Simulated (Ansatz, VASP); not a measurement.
**Two plane-wave programs on CdTe**

```
Te Cd
1.0
     0.00000    3.13957    3.13957
     3.13957    0.00000    3.13957
     3.13957    3.13957    0.00000
Te Cd
1 1
Direct
  0.75000 0.75000 0.75000
  0.00000 0.00000 0.00000
```

Alike in both runs: task single point; functional B3LYP5; k mesh 4 × 4 × 4; occupations fermi-dirac, width 0.05 eV; no spin polarisation.

|  | VASP | Ansatz |
| --- | --- | --- |
| version | VASP 6.6.1 | Ansatz 0.2.0 |
| potentials or method | VASP PAW PBE potentials, release 64 (Te, Cd) | Ansatz PAW |
| plane-wave cutoff (eV) | 520 | 420 |
| valence electrons in the cell | 18 | 36 |

VASP gave:

| Property | Result |
| --- | --- |
| gap on the k mesh at the Fermi level (eV) | 2.22 |
| least direct gap on the mesh (eV) | 2.22 |
| pressure (GPa) | 10.2 |

What did Ansatz give for the same quantities?

gap on the k mesh at the Fermi level (eV): 2.22; least direct gap on the mesh (eV): 2.22; pressure (GPa): 10.0.

VASP's potentials were made for PBE, not for B3LYP5. VASP's potentials hold 18 valence electrons a cell and Ansatz's 36, so a difference there can come from the potentials and not from the codes.

The k mesh is coarse, so the values compare programs but aren't converged. Spin-orbit coupling is off throughout.
